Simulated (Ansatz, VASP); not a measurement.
# PbS: VASP beside Ansatz

```
CELL_PARAMETERS angstrom
0.00000 2.94510 2.94510
2.94510 0.00000 2.94510
2.94510 2.94510 0.00000
ATOMIC_POSITIONS crystal
Pb 0.00000 0.00000 0.00000
S 0.50000 0.50000 0.50000
```

Change from the starting cell: volume scaled by 0.98.

Alike in both runs: task single point; functional PBE; k mesh 8 × 8 × 8; occupations fermi-dirac, width 0.01 eV; no spin polarisation.

```csv
,VASP,Ansatz
version,VASP 6.6.1,Ansatz 0.2.0
potentials or method,"VASP PAW PBE potentials, release 64 (Pb_d, S), cutoff 520 eV","all-electron LAPW, scalar-relativistic"
```

|  | VASP | Ansatz | Ansatz less VASP |
| --- | --- | --- | --- |
| pressure (GPa) | 3.5 | 3.6 | +0.08 |

Ansatz ran all-electron here, and VASP with PAW potentials.

Neither program's run includes spin-orbit coupling.
